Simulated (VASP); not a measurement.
# NaYCl6 (Fm-3m) in VASP: further runs

Runs on NaYCl6. Level: PBE. Tasks: single point, relaxation of cell and atoms.

All numbers are computed with VASP 6.6.1; they aren't measurements. Logs are shortened: lines on timing, memory, paths and dates and some standing lists are left out, and cuts for length are marked.

## 1. The cell of the first run

It takes space group Fm-3m (No. 225, cubic). Conventional cell: a = 10.762 Å, b = 10.762 Å, c = 10.762 Å, α = 90.00°, β = 90.00°, γ = 90.00°. Na (site symmetry m-3m) has 6 Cl at 2.76 Å within 3.6 Å. Y (site symmetry m-3m) has 6 Cl at 2.62 Å within 3.5 Å. Cl (site symmetry 4mm) has 1 Y at 2.62 Å and 1 Na at 2.76 Å within 3.5 Å.

## 2. Single point, PBE

Contents of INCAR:

```
SYSTEM = NaYCl6
PREC = Accurate
ENCUT = 520
EDIFF = 1E-6
ISMEAR = 0
SIGMA = 0.1
LREAL = .False.
LASPH = .True.
NELM = 100
ALGO = Normal
ISIF = 2
LWAVE = .False.
LCHARG = .False.
GGA = PE
NBANDS = 40
```

Contents of KPOINTS:

```
regular mesh
0
Gamma
  4 4 4
  0 0 0
```

Contents of POSCAR:

```
NaYCl6
1.0
    0.0000000000      5.3810883906      5.3810883906
    5.3810883906      0.0000000000      5.3810883906
    5.3810883906      5.3810883906      0.0000000000
Na Y Cl
1 1 6
Direct
    0.5000000000      0.5000000000      0.5000000000
    0.0000000000      0.0000000000      0.0000000000
    0.7568124153      0.2431875847      0.2431875847
    0.2431875847      0.7568124153      0.7568124153
    0.2431875847      0.7568124153      0.2431875847
    0.7568124153      0.2431875847      0.7568124153
    0.2431875847      0.2431875847      0.7568124153
    0.7568124153      0.7568124153      0.2431875847
```

Potentials or basis: VASP PAW PBE potentials, release 64 (Na_pv, Y_sv, Cl).

The run is started by

```bash
$ cat potpaw_PBE.64/Na_pv/POTCAR potpaw_PBE.64/Y_sv/POTCAR potpaw_PBE.64/Cl/POTCAR > POTCAR
$ mpirun -np 1 vasp_std > vasp.out
```

OUTCAR:

```text
SYSTEM = NaYCl6
   PREC = Accurate
   ENCUT = 520
   EDIFF = 1E-6
   ISMEAR = 0
   LREAL = .False.
   LASPH = .True.
   NELM = 100
   ISIF = 2
   GGA = PE

 ion  position               nearest neighbor table
   1  0.500  0.500  0.500-
   2  0.000  0.000  0.000-   3 2.62   4 2.62   5 2.62   6 2.62   7 2.62   8 2.62
   3  0.757  0.243  0.243-   2 2.62
   4  0.243  0.757  0.757-   2 2.62
   5  0.243  0.757  0.243-   2 2.62
   6  0.757  0.243  0.757-   2 2.62
   7  0.243  0.243  0.757-   2 2.62
   8  0.757  0.757  0.243-   2 2.62

  LATTYP: Found a face centered cubic cell.
 ALAT       =    10.7621767812

  Lattice vectors:

 A1 = (   0.0000000000,   5.3810883906,   5.3810883906)
 A2 = (   5.3810883906,   0.0000000000,   5.3810883906)
 A3 = (   5.3810883906,   5.3810883906,   0.0000000000)

Analysis of symmetry for initial positions (statically):
=====================================================================
 Subroutine PRICEL returns:
 Original cell was already a primitive cell.

 Routine SETGRP: Setting up the symmetry group for a
 face centered cubic supercell.

 Subroutine GETGRP returns: Found 48 space group operations
 (whereof 48 operations were pure point group operations)
 out of a pool of 48 trial point group operations.

The static configuration has the point symmetry O_h .

Analysis of symmetry for dynamics (positions and initial velocities):
=====================================================================
 Subroutine PRICEL returns:
 Original cell was already a primitive cell.

 Routine SETGRP: Setting up the symmetry group for a
 face centered cubic supercell.

 Subroutine GETGRP returns: Found 48 space group operations
 (whereof 48 operations were pure point group operations)
 out of a pool of 48 trial point group operations.

The dynamic configuration has the point symmetry O_h .

 Subroutine INISYM returns: Found 48 space group operations
 (whereof 48 operations are pure point group operations),
 and found     1 'primitive' translations

----------------------------------------------------------------------------------------

                                     Primitive cell

  volume of cell :     311.6308

  direct lattice vectors                    reciprocal lattice vectors
     0.000000000  5.381088391  5.381088391    -0.092918005  0.092918005  0.092918005
     5.381088391  0.000000000  5.381088391     0.092918005 -0.092918005  0.092918005
     5.381088391  5.381088391  0.000000000     0.092918005  0.092918005 -0.092918005

  length of vectors
     7.610008182  7.610008182  7.610008182     0.160938706  0.160938706  0.160938706

  position of ions in fractional coordinates (direct lattice)
     0.500000000  0.500000000  0.500000000
     0.000000000  0.000000000  0.000000000
     0.756812415  0.243187585  0.243187585
     0.243187585  0.756812415  0.756812415
     0.243187585  0.756812415  0.243187585
     0.756812415  0.243187585  0.756812415
     0.243187585  0.243187585  0.756812415
     0.756812415  0.756812415  0.243187585

  ion indices of the primitive-cell ions
   primitive index   ion index
                 1           1
                 2           2
                 3           3
                 4           4
                 5           5
                 6           6
                 7           7
                 8           8

----------------------------------------------------------------------------------------

 KPOINTS: regular mesh

Automatic generation of k-mesh.
 Grid dimensions read from file:
 generate k-points for:    4    4    4

 Generating k-lattice:

  Cartesian coordinates                     Fractional coordinates (reciprocal lattice)
    -0.023229501  0.023229501  0.023229501     0.250000000  0.000000000  0.000000000
     0.023229501 -0.023229501  0.023229501     0.000000000  0.250000000  0.000000000
     0.023229501  0.023229501 -0.023229501     0.000000000  0.000000000  0.250000000

  Length of vectors
     0.040234677  0.040234677  0.040234677

  Shift w.r.t. Gamma in fractional coordinates (k-lattice)
     0.000000000  0.000000000  0.000000000

 Subroutine IBZKPT returns following result:
 ===========================================

 Found      8 irreducible k-points:

 Following reciprocal coordinates:
            Coordinates               Weight
  0.000000  0.000000  0.000000      1.000000
  0.250000  0.000000  0.000000      8.000000
  0.500000  0.000000  0.000000      4.000000
  0.250000  0.250000  0.000000      6.000000
  0.500000  0.250000  0.000000     24.000000
 -0.250000  0.250000  0.000000     12.000000
  0.500000  0.500000  0.000000      3.000000
 -0.250000  0.500000  0.250000      6.000000
   k-points           NKPTS =      8   k-points in BZ     NKDIM =      8   number of bands    NBANDS=     40
   number of dos      NEDOS =    301   number of ions     NIONS =      8
   total plane-waves  NPLWV = 216000
   dimension x,y,z NGX =    60 NGY =   60 NGZ =   60
   dimension x,y,z NGXF=   120 NGYF=  120 NGZF=  120
   ions per type =               1   1   6
   NGX,Y,Z   is equivalent  to a cutoff of  13.11, 13.11, 13.11 a.u.
   NGXF,Y,Z  is equivalent  to a cutoff of  26.21, 26.21, 26.21 a.u.
 SYSTEM =  NaYCl6
   PREC   = accura    normal or accurate (medium, high low for compatibility)
   ISTART =      0    job   : 0-new  1-cont  2-samecut
   ICHARG =      2    charge: 1-file 2-atom 10-const
   ISPIN  =      1    spin polarized calculation?
   LNONCOLLINEAR =      F non collinear calculations
   LSORBIT =      F    spin-orbit coupling
   LASPH  =      T    aspherical Exc in radial PAW
   ENCUT  =  520.0 eV  38.22 Ry    6.18 a.u.  14.15 14.15 14.15*2*pi/ulx,y,z
   NELM   =    100;   NELMIN=  2; NELMDL= -5     # of ELM steps
   EDIFF  = 0.1E-05   stopping-criterion for ELM
   LREAL  =      F    real-space projection
   EDIFFG = 0.1E-04   stopping-criterion for IOM
   NSW    =      0    number of steps for IOM
   IBRION =     -1    ionic relax: 0-MD 1-quasi-New 2-CG
   NFREE  =      0    steps in history (QN), initial steepest desc. (CG)
   ISIF   =      2    stress and relaxation
   ISYM   =      2    0-nonsym 1-usesym 2-fastsym
   POTIM  = 0.5000    time-step for ionic-motion
   TEBEG  =    0.0;   TEEND  =   0.0 temperature during run
   PSTRESS=    0.0 pullay stress
   NELECT =      60.0000    total number of electrons
   NUPDOWN=      -1.0000    fix difference up-down
   EMIN   =  10.00;   EMAX   =-10.00  energy-range for DOS
   EFERMI =   0.00;   METHOD = LEGACY
   ISMEAR =     0;   SIGMA  =   0.10  broadening in eV -4-tet -1-fermi 0-gaus
   EFERMI_NEDOS =   21; number of points for ismear=-14 and -15
   IALGO  =     38    algorithm
   IMIX   =      4    mixing-type and parameters
     AMIX     =   0.40;   BMIX     =  1.00
     AMIX_MAG =   1.60;   BMIX_MAG =  1.00
  volume/ion in A,a.u.               =      38.95       262.87
  Fermi-wavevector in a.u.,A,eV,Ry     =   0.945319  1.786394 12.158551  0.893628
  Thomas-Fermi vector in A             =   2.073209
   LORBIT       =      0    0 simple, 1 ext, 2 COOP (PROOUT), +10 PAW based schemes
   GGA     = PE    functional components
   LHFCALC =     F    Hartree Fock is set to
   AEXX    =    0.0000 exact exchange contribution
   IVDW    =     0    specifies the selected vdW correction
   LEPSILON=     F    determine dielectric tensor
   LRPA    =     F    only Hartree local field effects (RPA)
 non-spin polarized calculation
 Gauss-broadening in eV      SIGMA  =   0.10
  energy-cutoff  :      520.00
  volume of cell :      311.63
 maximum number of plane-waves:      8412
 NGX is ok and might be reduce to    60
   NGX = 29   NGY = 29   NGZ = 29

 number of electron      59.9999990 magnetization

 Free energy of the ion-electron system (eV)
  ---------------------------------------------------
  ext. energy  EPLUGINS =         0.00000000
  ---------------------------------------------------
  free energy    TOTEN  =       -29.24322559 eV

  energy without entropy =      -29.16133564  energy(sigma->0) =      -29.20228062

 E-fermi :  -3.1831     XC(G=0):  -6.4110

 val. band max:       -3.1943833555   @ k =  -0.2500   0.2500   0.0000
 cond. band min:      -3.1487451908   @ k =   0.2500   0.0000   0.0000
 fundamental gap:      0.0456381647
 Fermi energy:        -3.1830555644

 k-point     1 :       0.0000    0.0000    0.0000
  band No.  band energies     occupation
      1     -43.4996      2.00000
      2     -23.9866      2.00000
      3     -23.9866      2.00000
      4     -23.9866      2.00000
      5     -23.5623      2.00000
      6     -23.5623      2.00000
[... 32 lines left out ...]
     39       5.0348      0.00000
     40       5.9503      0.00000

 k-point     2 :       0.2500    0.0000    0.0000
  band No.  band energies     occupation
      1     -43.4996      2.00000
      2     -23.9865      2.00000
      3     -23.9865      2.00000
      4     -23.9865      2.00000
      5     -23.5624      2.00000
      6     -23.5623      2.00000
[... 32 lines left out ...]
     39       5.3653      0.00000
     40       5.7740      0.00000

 k-point     3 :       0.5000    0.0000    0.0000
  band No.  band energies     occupation
      1     -43.4996      2.00000
      2     -23.9865      2.00000
      3     -23.9865      2.00000
      4     -23.9865      2.00000
      5     -23.5626      2.00000
      6     -23.5624      2.00000
[... 165 lines left out ...]
  band No.  band energies     occupation
      1     -43.4996      2.00000
      2     -23.9866      2.00000
      3     -23.9866      2.00000
      4     -23.9866      2.00000
      5     -23.5624      2.00000
      6     -23.5623      2.00000
[... 32 lines left out ...]
     39       5.8188      0.00000
     40       6.0946      0.00000

 k-point     8 :      -0.2500    0.5000    0.2500
  band No.  band energies     occupation
      1     -43.4996      2.00000
      2     -23.9866      2.00000
      3     -23.9866      2.00000
      4     -23.9865      2.00000
      5     -23.5625      2.00000
      6     -23.5623      2.00000
[... 32 lines left out ...]
     39       5.4719      0.00000
     40       5.8212      0.00000

------------------------ aborting loop because EDIFF is reached ----------------------------------------

  FORCE on cell =-STRESS in cart. coord.  units (eV):
  Direction    XX          YY          ZZ          XY          YZ          ZX
  --------------------------------------------------------------------------------------
  -------------------------------------------------------------------------------------
  Total        0.3679219      0.3679219      0.3679219     -0.0000000     -0.0000000     -0.0000000
  in kB        1.8915847      1.8915847      1.8915847     -0.0000000     -0.0000000     -0.0000000
  external PRESSURE =       1.8915847 kB  Pullay stress =       0.0000000 kB

 VOLUME and BASIS-vectors are now :
 -----------------------------------------------------------------------------
  energy-cutoff  :      520.00
  volume of cell :      311.63
      direct lattice vectors                 reciprocal lattice vectors
     0.000000000  5.381088391  5.381088391    -0.092918005  0.092918005  0.092918005
     5.381088391  0.000000000  5.381088391     0.092918005 -0.092918005  0.092918005
     5.381088391  5.381088391  0.000000000     0.092918005  0.092918005 -0.092918005

 POSITION                                       TOTAL-FORCE (eV/Angst)
 -----------------------------------------------------------------------------------
      5.38109      5.38109      5.38109         0.000000     -0.000000     -0.000000
      0.00000      0.00000      0.00000         0.000000     -0.000000     -0.000000
      2.61723      5.38109      5.38109         0.007326     -0.000000      0.000000
      8.14495      5.38109      5.38109        -0.007326     -0.000000      0.000000
      5.38109      2.61723      5.38109         0.000000      0.007326      0.000000
      5.38109      8.14495      5.38109         0.000000     -0.007326      0.000000
      5.38109      5.38109      2.61723         0.000000     -0.000000      0.007326
      5.38109      5.38109      8.14495         0.000000     -0.000000     -0.007326
 -----------------------------------------------------------------------------------
    total drift:                               -0.000000      0.000000      0.000000

  FREE ENERGIE OF THE ION-ELECTRON SYSTEM (eV)
  ---------------------------------------------------
  free  energy   TOTEN  =       -29.2432255933 eV

  energy  without entropy=      -29.1613356397  energy(sigma->0) =      -29.20228062
```

Run time: 1.7 min. Hardware: 1 thread of Intel Xeon 6975P-C (Granite Rapids), shared host; peak memory 0.54 GiB.

What came out:

- Free energy: -29.2432 eV
- Pressure: 0.2 GPa
- Largest force: 0.007 eV/Å
- Band gap on the k mesh: zero (bands 30 and 31 overlap by 0.18 eV)

Forces in eV/Å, atoms in the order of the input:
```
Na   0.000  0.000  0.000
Y    0.000  0.000  0.000
Cl   0.007  0.000  0.000
Cl  -0.007  0.000  0.000
Cl   0.000  0.007  0.000
Cl   0.000 -0.007  0.000
Cl   0.000  0.000  0.007
Cl   0.000  0.000 -0.007
```

## 3. Relaxation of cell and atoms, PBE

This run uses another cell than the first one, of 26.77 Å³/atom.

Contents of INCAR:

```
ALGO = Normal
EDIFF = 1E-7
EDIFFG = -0.04
ENCUT = 600
GGA = PE
IBRION = 2
ISIF = 3
ISMEAR = 0
LASPH = T
LCHARG = F
LREAL = F
LWAVE = F
NELM = 100
NSW = 90
PREC = Accurate
SIGMA = 0.1
```

Contents of KPOINTS:

```
k-points
0
Gamma
  4 4 4
```

Contents of POSCAR:

```
NaYCl6
1.0
    0.0000000000      4.7487956500      4.7487956500
    4.7487956500      0.0000000000      4.7487956500
    4.7487956500      4.7487956500      0.0000000000
Na Y Cl
1 1 6
Direct
    0.5000000000      0.5000000000      0.5000000000
    0.0000000000      0.0000000000      0.0000000000
    0.7500000000      0.2500000000      0.2500000000
    0.2500000000      0.7500000000      0.7500000000
    0.2500000000      0.7500000000      0.2500000000
    0.7500000000      0.2500000000      0.7500000000
    0.2500000000      0.2500000000      0.7500000000
    0.7500000000      0.7500000000      0.2500000000
```

Potentials or basis: VASP PAW PBE potentials, release 64 (Na_pv, Y_sv, Cl).

The run is started by

```bash
$ cat potpaw_PBE.64/Na_pv/POTCAR potpaw_PBE.64/Y_sv/POTCAR potpaw_PBE.64/Cl/POTCAR > POTCAR
$ mpirun -np 1 vasp_std > vasp.out
```

Run time: 7.9 min. Hardware: 1 thread of Intel Xeon 6975P-C (Granite Rapids), shared host; peak memory 0.48 GiB.

Results (log left out):

| Item | Value |
| --- | --- |
| Free energy | -29.2215 eV |
| Relaxed volume | 39.17 Å³/atom |
| Relaxed cell | a = 7.624 Å, b = 7.624 Å, c = 7.624 Å, α = 60.00°, β = 60.00°, γ = 60.00° |
| Space group after relaxing (to 0.1 Å) | Fm-3m (No. 225) |
| Energy gained by relaxing | 404.5 meV/atom |
| Ionic steps | 7 |
| Pressure after relaxing | 0.1 GPa |
| Band gap on the k mesh | zero (bands 30 and 31 overlap by 0.18 eV) |

Step by step:
| step | energy change (eV) | largest force (eV/Å) | pressure (GPa) | volume (Å³) |
| --- | --- | --- | --- | --- |
| 1 | 0.0000 | 1.5313 | 15.96 | 214.18 |
| 2 | -2.7084 | 1.1190 | -1.29 | 307.94 |
| 3 | -2.8720 | 0.8081 | 0.76 | 282.21 |
| 4 | -2.8728 | 0.8461 | 0.51 | 284.72 |
| 5 | -3.0489 | 0.5861 | 0.24 | 292.15 |
| 6 | -3.2316 | 0.0744 | 0.06 | 310.38 |
| 7 | -3.2361 | 0.0032 | 0.07 | 313.34 |

Final structure:
```yaml
crystal:
  lattice:
    - [0.00000, 5.39091, 5.39091]
    - [5.39091, 0.00000, 5.39091]
    - [5.39091, 5.39091, 0.00000]
  atoms:
    - { symbol: Na, position: [0.50000, 0.50000, 0.50000] }
    - { symbol: Y, position: [0.00000, 0.00000, 0.00000] }
    - { symbol: Cl, position: [0.75700, 0.24300, 0.24300] }
    - { symbol: Cl, position: [0.24300, 0.75700, 0.75700] }
    - { symbol: Cl, position: [0.24300, 0.75700, 0.24300] }
    - { symbol: Cl, position: [0.75700, 0.24300, 0.75700] }
    - { symbol: Cl, position: [0.24300, 0.24300, 0.75700] }
    - { symbol: Cl, position: [0.75700, 0.75700, 0.24300] }
```

Levels at points of the mesh, in eV from the Fermi level:
| k point | band 28 | band 29 | band 30 | band 31 | band 32 | band 33 |
| --- | --- | --- | --- | --- | --- | --- |
| (0.00, 0.00, 0.00) | -0.18 | 0.13 | 0.13 | 0.13 | 5.54 | 5.54 |
| (0.50, 0.00, 0.00) | -0.17 | -0.11 | -0.11 | -0.04 | 5.60 | 5.71 |
| (0.50, 0.50, 0.00) | -0.35 | -0.23 | -0.23 | 0.13 | 5.56 | 5.84 |

Caveat: the volume moved by over 15 % at a fixed basis, so the end points are rough.

The gap in the log of VASP goes by the Fermi energy; the results here count the filled bands.